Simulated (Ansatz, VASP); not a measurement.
GaP in VASP and in Ansatz

Contents of INCAR:

```
SYSTEM = GaP
PREC = Accurate
ENCUT = 520
EDIFF = 1E-8
ISMEAR = -1
SIGMA = 0.05
LREAL = .FALSE.
LASPH = .TRUE.
NELM = 60
ALGO = Normal
ISIF = 2
LWAVE = .FALSE.
LCHARG = .FALSE.
GGA = PE
LEFG = .TRUE.
NBANDS = 16
```

KPOINTS

```
Automatic mesh
0
G
  10 10 10
  0 0 0
```

Contents of POSCAR:

```
GaP
1.0
    0.0000000000      2.7252500000      2.8070075000
    2.7252500000      0.0000000000      2.8070075000
    2.7252500000      2.7252500000      0.0000000000
Ga P
1 1
Direct
    0.0000000000      0.0000000000      0.0000000000
    0.7500000000      0.7500000000      0.7500000000
```

Input for Ansatz:

```yaml
crystal:
  lattice:
    - [0.0, 2.72525, 2.8070075]
    - [2.72525, 0.0, 2.8070075]
    - [2.72525, 2.72525, 0.0]
  atoms:
    - { symbol: Ga, position: [0.0, 0.0, 0.0] }
    - { symbol: P, position: [0.75, 0.75, 0.75] }
kpoints:
  mp_grid: { grid: [10, 10, 10] }
scf:
  occupations: { method: fermi_dirac, width: 0.05 }
hamiltonian:
  xc: pbe
  pseudopotentials: { kind: all_electron, datasets: crystal }
output:
  forces: true
  stress: true
  eigenvalues: true
  efg: { contact_densities: true }
```

Change from the starting cell: zz strain of +3 %, crystal datasets.

Alike in both runs: task electric field gradients; functional PBE; k mesh 10 × 10 × 10; occupations fermi-dirac, width 0.05 eV; no spin polarisation.

|  | VASP | Ansatz |
| --- | --- | --- |
| version | VASP 6.6.1 | Ansatz 0.2.0 |
| potentials or method | VASP PAW PBE potentials, release 64 (Ga_d, P), cutoff 520 eV | all-electron PAW with datasets made for the crystal, scalar-relativistic |

Ansatz gave:

```
pressure (GPa)                                                : 0.0
traceless stress, the component that is largest in VASP (GPa) : -1.51
size of Vzz on the site where it differs most (V/Å²)          : 5.9
```

Question: What did VASP give for the same quantities?

Answer: Pressure (GPa): 0.0; traceless stress, the component that is largest in VASP (GPa): -1.51; size of Vzz on the site where it differs most (V/Å²): 4.9.

Ansatz ran all-electron here, and VASP with PAW potentials.
